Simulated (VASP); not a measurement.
# Si16HC16 (a cell with a defect) in VASP: single point with PBE

Aim: the single point of Si16HC16 (a cell with a defect) with PBE.

Program: VASP 6.6.1. These are calculated values, not measurements. Logs are shortened: lines on timing, memory, paths and dates and some standing lists are left out, and cuts for length are marked.

## 1. The cell of the first run

The cell holds a defect, 33 atoms: a = 7.586 Å, b = 7.586 Å, c = 7.586 Å, α = 109.47°, β = 109.47°, γ = 109.47°.

## 2. Single point, PBE

The input, INCAR:

```
  PREC = Accurate
  ENCUT = 520
  EDIFF = 1E-6
  ISMEAR = -1
  SIGMA = 0.01
  LREAL = Auto
  LASPH = True
  NELM = 120
  ALGO = Normal
  ISIF = 2
  LWAVE = False
  LCHARG = False
  GGA = PE
  NBANDS = 86
  NELECT = 128.0
  GGA_COMPAT = False
```

The input, KPOINTS:

```
Automatic mesh
0
Gamma
  1 1 1
```

The input, POSCAR:

```
Si16HC16
1.0
   -4.3797050000      4.3797050000     -4.3797050000
    4.3797050000      4.3797050000      4.3797050000
    4.3797050000     -4.3797050000     -4.3797050000
Si C H
16 16 1
Direct
   -0.0085560557     -0.0145365955      0.7429075703
   -0.0008636426      0.2343752604      0.5041994838
   -0.0233515728      0.4602367054      0.2217708727
    0.0078049777      0.7375653155     -0.0021152110
    0.2426213638     -0.0117074095      0.4992007453
    0.2505418744      0.2428472922      0.2603435620
    0.2336285206      0.4857940204      0.0041800761
    0.2528113195      0.7446712735      0.7426120024
    0.5143425185      0.0060859122      0.2620879717
    0.4832712477      0.2226654535      0.0021534555
    0.4971426158      0.4915068481      0.7495468302
    0.4953356448      0.7310467257      0.4980148206
    0.7380519921     -0.0131967792      0.0007336111
    0.7548079151      0.2414868125      0.7824278119
    0.7447711661      0.4922934307      0.5032302404
    0.7535631966      0.7444307322      0.2538847936
   -0.0049650604      0.0122982027      0.0011372912
   -0.0060614813      0.2404090001      0.7472325191
   -0.0040184213      0.5010201600      0.4997306896
    0.0027006385      0.7651297291      0.2528237632
    0.2367998530     -0.0022897661      0.7451257562
    0.2466841945      0.2498186522      0.5053778736
    0.2493043481      0.4929345698      0.2585042828
    0.2836421631      0.8109435453      0.0051011427
    0.4948875552     -0.0023981067      0.4991339599
    0.4946108242      0.2552264365      0.2580482019
    0.4946538637      0.5084058173      0.0030994097
    0.4973529039      0.7473212237      0.7457750008
    0.7562365502      0.0043389909      0.2564363353
    0.7193963977      0.2324357462     -0.0004342758
    0.7445047098      0.5071867854      0.7478319887
    0.7439340093      0.7475012586      0.4956446838
    0.1295297286      0.5963769249      0.0188928250
```

Potentials or basis: VASP PAW PBE potentials, release 64 (Si, C, H).

The run is started by

```
cat potpaw_PBE.64/Si/POTCAR potpaw_PBE.64/C/POTCAR potpaw_PBE.64/H/POTCAR > POTCAR
mpirun -np 1 vasp_gam > vasp.out
```

OUTCAR:

```text
PREC = Accurate
   ENCUT = 520
   EDIFF = 1E-6
   ISMEAR = -1
   LREAL = Auto
   LASPH = True
   NELM = 120
   ISIF = 2
   GGA = PE
   NELECT = 128.0

 ion  position               nearest neighbor table
   1  0.991  0.985  0.743-  21 1.83  32 1.85  17 1.89  18 1.92   2 3.02  16 3.03  10 3.05  15 3.06
                            14 3.06   5 3.07  12 3.07   7 3.10   8 3.11   4 3.12
   2  0.999  0.234  0.504-  29 1.83  22 1.84  18 1.84  19 2.04   9 3.00   1 3.02   5 3.03  16 3.03
                             6 3.07  11 3.09   7 3.10  13 3.12
   3  0.977  0.460  0.222-  30 1.80  23 1.91  19 1.97  20 2.18  14 2.72  13 2.94   7 2.94   6 3.05
                            10 3.06   4 3.11
   4  0.008  0.738  0.998-  33 1.64  20 1.89  31 1.89  24 1.95  17 2.11   7 2.96  15 3.07  14 3.08
                             8 3.10   5 3.11   3 3.11   1 3.12   6 3.13   9 3.14
   5  0.243  0.988  0.499-  20 1.80  21 1.86  25 1.89  22 1.96   8 3.02  16 3.03   2 3.03   6 3.06
                             1 3.07   4 3.11  11 3.12  10 3.12
   6  0.251  0.243  0.260-  26 1.83  22 1.85  17 1.89  23 1.90  12 3.02  11 3.03  10 3.04   3 3.05
                             5 3.06  15 3.06   2 3.07   7 3.09   9 3.10   4 3.13
   7  0.234  0.486  0.004-  33 1.33  23 1.87  18 1.88  27 1.93  24 2.36   3 2.94   4 2.96  14 2.97
                            12 3.06   6 3.09   2 3.10   1 3.10
   8  0.253  0.745  0.743-  24 1.79  28 1.84  19 1.88  21 1.96  10 2.97  13 3.01   5 3.02  12 3.02
                            11 3.08   4 3.10   1 3.11  15 3.15
   9  0.514  0.006  0.262-  24 1.77  29 1.85  25 1.87  26 1.95  10 2.96   2 3.00  13 3.01  15 3.01
                             6 3.10  16 3.10   4 3.14
  10  0.483  0.223  0.002-  30 1.77  26 1.84  21 1.85  27 2.14   9 2.96   8 2.97  13 3.04   6 3.04
                            14 3.05   1 3.05   3 3.06  15 3.11   5 3.12
  11  0.497  0.492  0.750-  31 1.84  22 1.86  27 1.89  28 1.95   6 3.03  12 3.04  15 3.06  13 3.07
                             8 3.08   2 3.09   5 3.12  16 3.12
  12  0.495  0.731  0.498-  23 1.83  28 1.84  32 1.85  25 2.02   8 3.02  15 3.02   6 3.02  11 3.04
                             7 3.06   1 3.07  16 3.11  13 3.11
  13  0.738  0.987  0.001-  29 1.85  28 1.86  17 1.89  30 1.92  14 2.93   3 2.94   8 3.01   9 3.01
                            10 3.04  11 3.07  16 3.07  12 3.11   2 3.12
  14  0.755  0.241  0.782-  30 1.77  18 1.92  25 2.01  31 2.14   3 2.72  13 2.93   7 2.97  10 3.05
                             1 3.06   4 3.08
  15  0.745  0.492  0.503-  31 1.82  26 1.85  19 1.89  32 1.96   9 3.01  12 3.02   1 3.06  11 3.06
                             6 3.06   4 3.07  16 3.11  10 3.11   8 3.15
  16  0.754  0.744  0.254-  20 1.85  32 1.85  27 1.89  29 1.96   5 3.03   1 3.03   2 3.03  13 3.07
                             9 3.10  15 3.11  12 3.11  11 3.12
  17  0.995  0.012  0.001-   1 1.89  13 1.89   6 1.89   4 2.11
  18  0.994  0.240  0.747-   2 1.84   7 1.88   1 1.92  14 1.92
  19  0.996  0.501  0.500-   8 1.88  15 1.89   3 1.97   2 2.04
  20  0.003  0.765  0.253-   5 1.80  16 1.85   4 1.89   3 2.18
  21  0.237  0.998  0.745-   1 1.83  10 1.85   5 1.86   8 1.96
  22  0.247  0.250  0.505-   2 1.84   6 1.85  11 1.86   5 1.96
[... 8 lines left out ...]
  31  0.745  0.507  0.748-  15 1.82  11 1.84   4 1.89  14 2.14
  32  0.744  0.748  0.496-  16 1.85   1 1.85  12 1.85  15 1.96
  33  0.130  0.596  0.019-   7 1.33   4 1.64

  LATTYP: Found a body centered cubic cell.
 ALAT       =     8.7594100000

  Lattice vectors:

 A1 = (  -4.3797050000,   4.3797050000,  -4.3797050000)
 A2 = (   4.3797050000,   4.3797050000,   4.3797050000)
 A3 = (   4.3797050000,  -4.3797050000,  -4.3797050000)

Analysis of symmetry for initial positions (statically):
=====================================================================
 Subroutine PRICEL returns:
 Original cell was already a primitive cell.

 Routine SETGRP: Setting up the symmetry group for a
 body centered cubic supercell.

 Subroutine GETGRP returns: Found  1 space group operations
 (whereof  1 operations were pure point group operations)
 out of a pool of 48 trial point group operations.

The static configuration has the point symmetry C_1 .

Analysis of symmetry for dynamics (positions and initial velocities):
=====================================================================
 Subroutine PRICEL returns:
 Original cell was already a primitive cell.

 Routine SETGRP: Setting up the symmetry group for a
 body centered cubic supercell.

 Subroutine GETGRP returns: Found  1 space group operations
 (whereof  1 operations were pure point group operations)
 out of a pool of 48 trial point group operations.

The dynamic configuration has the point symmetry C_1 .

 Subroutine INISYM returns: Found  1 space group operations
 (whereof  1 operations are pure point group operations),
 and found     1 'primitive' translations

----------------------------------------------------------------------------------------

                                     Primitive cell

  volume of cell :     336.0428

  direct lattice vectors                    reciprocal lattice vectors
    -4.379705000  4.379705000 -4.379705000     0.000000000  0.114162940 -0.114162940
     4.379705000  4.379705000  4.379705000     0.114162940  0.114162940  0.000000000
     4.379705000 -4.379705000 -4.379705000     0.114162940  0.000000000 -0.114162940

  length of vectors
     7.585871582  7.585871582  7.585871582     0.161450778  0.161450778  0.161450778

  position of ions in fractional coordinates (direct lattice)
     0.991443944  0.985463405  0.742907570
     0.999136357  0.234375260  0.504199484
     0.976648427  0.460236705  0.221770873
     0.007804978  0.737565315  0.997884789
     0.242621364  0.988292591  0.499200745
     0.250541874  0.242847292  0.260343562
[... 25 lines left out ...]
     0.743934009  0.747501259  0.495644684
     0.129529729  0.596376925  0.018892825

  ion indices of the primitive-cell ions
   primitive index   ion index
                 1           1
                 2           2
                 3           3
                 4           4
                 5           5
                 6           6
[... 25 lines left out ...]
                32          32
                33          33

----------------------------------------------------------------------------------------

 KPOINTS: Automatic mesh

Automatic generation of k-mesh.
 Grid dimensions read from file:
 generate k-points for:    1    1    1

 Generating k-lattice:

  Cartesian coordinates                     Fractional coordinates (reciprocal lattice)
     0.000000000  0.114162940 -0.114162940     1.000000000  0.000000000  0.000000000
     0.114162940  0.114162940  0.000000000     0.000000000  1.000000000  0.000000000
     0.114162940  0.000000000 -0.114162940     0.000000000  0.000000000  1.000000000

  Length of vectors
     0.161450778  0.161450778  0.161450778

  Shift w.r.t. Gamma in fractional coordinates (k-lattice)
     0.000000000  0.000000000  0.000000000

 Subroutine IBZKPT returns following result:
 ===========================================

 Found      1 irreducible k-points:

 Following reciprocal coordinates:
            Coordinates               Weight
  0.000000  0.000000  0.000000      1.000000
   k-points           NKPTS =      1   k-points in BZ     NKDIM =      1   number of bands    NBANDS=     86
   number of dos      NEDOS =    301   number of ions     NIONS =     33
   total plane-waves  NPLWV = 175616
   dimension x,y,z NGX =    56 NGY =   56 NGZ =   56
   dimension x,y,z NGXF=   112 NGYF=  112 NGZF=  112
   ions per type =              16  16   1
   NGX,Y,Z   is equivalent  to a cutoff of  12.27, 12.27, 12.27 a.u.
   NGXF,Y,Z  is equivalent  to a cutoff of  24.55, 24.55, 24.55 a.u.
 SYSTEM =  unknown system
   PREC   = accura    normal or accurate (medium, high low for compatibility)
   ISTART =      0    job   : 0-new  1-cont  2-samecut
   ICHARG =      2    charge: 1-file 2-atom 10-const
   ISPIN  =      1    spin polarized calculation?
   LNONCOLLINEAR =      F non collinear calculations
   LSORBIT =      F    spin-orbit coupling
   LASPH  =      T    aspherical Exc in radial PAW
   ENCUT  =  520.0 eV  38.22 Ry    6.18 a.u.  14.10 14.10 14.10*2*pi/ulx,y,z
   NELM   =    120;   NELMIN=  2; NELMDL= -5     # of ELM steps
   EDIFF  = 0.1E-05   stopping-criterion for ELM
   LREAL  =      T    real-space projection
   EDIFFG = 0.1E-04   stopping-criterion for IOM
   NSW    =      0    number of steps for IOM
   IBRION =     -1    ionic relax: 0-MD 1-quasi-New 2-CG
   NFREE  =      0    steps in history (QN), initial steepest desc. (CG)
   ISIF   =      2    stress and relaxation
   ISYM   =      2    0-nonsym 1-usesym 2-fastsym
   POTIM  = 0.5000    time-step for ionic-motion
   TEBEG  =    0.0;   TEEND  =   0.0 temperature during run
   PSTRESS=    0.0 pullay stress
   NELECT =     128.0000    total number of electrons
   NUPDOWN=      -1.0000    fix difference up-down
   EMIN   =  10.00;   EMAX   =-10.00  energy-range for DOS
   EFERMI =   0.00;   METHOD = LEGACY
   ISMEAR =    -1;   SIGMA  =   0.01  broadening in eV -4-tet -1-fermi 0-gaus
   EFERMI_NEDOS =   21; number of points for ismear=-14 and -15
   IALGO  =     38    algorithm
   IMIX   =      4    mixing-type and parameters
     AMIX     =   0.40;   BMIX     =  1.00
     AMIX_MAG =   1.60;   BMIX_MAG =  1.00
  volume/ion in A,a.u.               =      10.18        68.72
  Fermi-wavevector in a.u.,A,eV,Ry     =   1.186716  2.242567 19.161000  1.408294
  Thomas-Fermi vector in A             =   2.322882
   LORBIT       =      0    0 simple, 1 ext, 2 COOP (PROOUT), +10 PAW based schemes
   GGA     = PE    functional components
   LHFCALC =     F    Hartree Fock is set to
   AEXX    =    0.0000 exact exchange contribution
   IVDW    =     0    specifies the selected vdW correction
   LEPSILON=     F    determine dielectric tensor
   LRPA    =     F    only Hartree local field effects (RPA)
 non-spin polarized calculation
  energy-cutoff  :      520.00
  volume of cell :      336.04
 maximum number of plane-waves:      4475
   NGX = 29   NGY = 29   NGZ = 29

 number of electron     128.0000002 magnetization

 Free energy of the ion-electron system (eV)
  ---------------------------------------------------
  ext. energy  EPLUGINS =         0.00000000
  ---------------------------------------------------
  free energy    TOTEN  =      -242.63257969 eV

  energy without entropy =     -242.63257969  energy(sigma->0) =     -242.63257969

 E-fermi :   8.1056     XC(G=0): -11.2815

 val. band max:        7.8282731283   @ k =   0.0000   0.0000   0.0000
 cond. band min:       8.6263693954   @ k =   0.0000   0.0000   0.0000
 fundamental gap:      0.7980962670
 Fermi energy:         8.1056196407

 k-point     1 :       0.0000    0.0000    0.0000
  band No.  band energies     occupation
      1      -7.4754      2.00000
      2      -5.3083      2.00000
      3      -4.9066      2.00000
      4      -4.7913      2.00000
      5      -4.6122      2.00000
      6      -4.5221      2.00000
[... 68 lines left out ...]
     75      13.1394      0.00000
     76      13.2637      0.00000
 [bands above 76 left out]

------------------------ aborting loop because EDIFF is reached ----------------------------------------

  FORCE on cell =-STRESS in cart. coord.  units (eV):
  Direction    XX          YY          ZZ          XY          YZ          ZX
  --------------------------------------------------------------------------------------
  -------------------------------------------------------------------------------------
  Total        3.9083348     -2.4143952      3.6636551     -6.7011786     -6.0301711     -6.6053274
  in kB       18.6340723    -11.5112998     17.4674938    -31.9497312    -28.7505163    -31.4927341
  external PRESSURE =       8.1967554 kB  Pullay stress =       0.0000000 kB

 VOLUME and BASIS-vectors are now :
 -----------------------------------------------------------------------------
  energy-cutoff  :      520.00
  volume of cell :      336.04
      direct lattice vectors                 reciprocal lattice vectors
    -4.379705000  4.379705000 -4.379705000     0.000000000  0.114162940 -0.114162940
     4.379705000  4.379705000  4.379705000     0.114162940  0.114162940  0.000000000
     4.379705000 -4.379705000 -4.379705000     0.114162940  0.000000000 -0.114162940

 POSITION                                       TOTAL-FORCE (eV/Angst)
 -----------------------------------------------------------------------------------
      3.22752      5.40455     -3.27991         0.816644      0.042077      0.235506
     -1.14118      3.19417     -5.55767         0.882922      0.984759      0.825533
     -1.29044      5.32184     -3.23302         3.681784      2.039205     -1.735680
      7.56658     -1.10594     -1.17431         1.735242      0.116263      1.337838
      5.45217      3.20469      1.07947         0.629977      1.270473     -0.081862
      1.10653      1.02067     -1.17393         0.145848     -0.059192      0.807879
[... 25 lines left out ...]
      2.18640      4.36127     -2.15515        -0.473029     -0.683091     -0.740968
      2.12740      3.09651      1.96191         3.193234     -1.559827      3.022153
 -----------------------------------------------------------------------------------
    total drift:                               -0.004318      0.024964     -0.015938

  FREE ENERGIE OF THE ION-ELECTRON SYSTEM (eV)
  ---------------------------------------------------
  free  energy   TOTEN  =      -242.6325796855 eV

  energy  without entropy=     -242.6325796855  energy(sigma->0) =     -242.63257969
```

Wall time 85 s (1 thread of Intel Xeon Platinum 8375C at 2.90GHz (Ice Lake), shared host); peak memory 0.41 GiB.

Results:

- Free energy: -242.6326 eV
- Largest force: 5.650 eV/Å

Forces on the atoms (eV/Å):
```
Si   0.817  0.042  0.236
Si   0.883  0.985  0.826
Si   3.682  2.039 -1.736
Si   1.735  0.116  1.338
Si   0.630  1.270 -0.082
Si   0.146 -0.059  0.808
Si  -4.281  0.764 -3.606
Si  -0.014  0.273  0.927
Si   1.020  0.379 -0.353
Si   1.788  0.147  1.969
Si   1.003 -0.014  0.440
Si   0.936  1.152  0.697
Si  -0.451  0.243 -0.382
Si  -2.378  2.401  3.967
Si   0.043  1.040  0.510
Si   0.447 -0.005  1.185
C   -0.613 -0.563 -0.480
C    0.803 -0.658 -0.393
C   -1.022 -0.585 -0.169
C   -2.453 -1.286  0.005
C   -0.729 -0.034 -0.944
C   -0.546 -0.378 -0.776
C   -0.519 -0.740  0.713
C   -0.625 -1.879  0.460
C    0.196 -0.399 -1.395
C   -0.877 -0.176 -0.763
C   -0.461 -0.776 -0.402
C   -0.461 -0.317 -0.603
C   -0.368 -0.648 -0.294
C   -0.773  0.502 -1.471
C   -0.279 -0.595 -2.513
C   -0.473 -0.683 -0.741
H    3.193 -1.560  3.022
```

Caveat: the k points lie up to 1.01 Å⁻¹ apart; the cell carries a net charge on a neutralising background, which shifts energy and pressure; the cell is charged against a uniform background, so pressure and absolute levels hang on convention.
